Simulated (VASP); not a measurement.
Write the native input for VASP 6.6.1 that does the following.

| Property | Result |
| --- | --- |
| Task | electric field gradients |
| Functional | PBEsol |
| Potentials or basis | VASP PAW PBE potentials, release 64 (Mn_pv, O) |
| Cutoff | 520 eV |
| k mesh | 14 × 14 × 8 |
| Occupations | fermi-dirac, width 0.05 eV |
| Spin | collinear spin, ferromagnetic start |
| Starting moments | [4.0, 4.0, 0.0, 0.0] μB |
| Dipole correction | no |
| Further INCAR settings | ALGO = Normal; EDIFF = 1e-08; NBANDS = 31 |

The structure of MnO lies in POSCAR:

```
MnO
1.0
    3.3604242533      0.0000000000      0.0000000000
   -1.6802121266      2.9102127708      0.0000000000
    0.0000000000      0.0000000000      5.3674881598
Mn O
2 2
Direct
    0.3333333333      0.6666666667      0.0109600000
    0.6666666667      0.3333333333      0.5109600000
    0.3333333333      0.6666666667      0.3754700000
    0.6666666667      0.3333333333      0.8754700000
```

One way to write it, as run:

INCAR

```
ALGO = Normal
EDIFF = 1E-8
ENCUT = 520
GGA = PS
ISIF = 2
ISMEAR = -1
ISPIN = 2
LASPH = T
LCHARG = F
LEFG = T
LMAXMIX = 4
LORBIT = 11
LREAL = F
LWAVE = F
MAGMOM = 4 4 0 0
NBANDS = 31
NELM = 150
PREC = Accurate
SIGMA = 0.05
```

KPOINTS

```
k-points
0
Gamma
  14 14 8
```

Potentials or basis: VASP PAW PBE potentials, release 64 (Mn_pv, O).

Command:

```bash
$ cat potpaw_PBE.64/Mn_pv/POTCAR potpaw_PBE.64/O/POTCAR > POTCAR
$ mpirun -np 1 vasp_std > vasp.out
```

It gave:

The pressure is 2.5 GPa and the largest force is 0.637 eV/Å. The band gap on the k mesh is zero (filled and empty bands overlap) and the net moment is 9.98 μB per cell. The site moments are Mn +4.39; O +0.20 μB, the largest electric field gradient by atom is Mn -26.0; O +0.9 V/Å² and the valence electrons inside the program's atomic spheres are Mn 11.44; O 5.00.

Caveat: without QUAD_EFG the Cq values of the log hold for a quadrupole moment of 1 mb, not for the nuclei; the PAW data sets were made with another functional, which shifts forces and pressure a little; semilocal functionals often make such compounds metallic where correlation or magnetic order opens a gap, which also shifts bond lengths; only a ferromagnetic start was run, and an antiferromagnetic order may lie lower in energy.

Wall time 14 min on 1 thread of Oxide Virtual Turin-like Processor, on a shared host, peak memory 0.35 GiB.
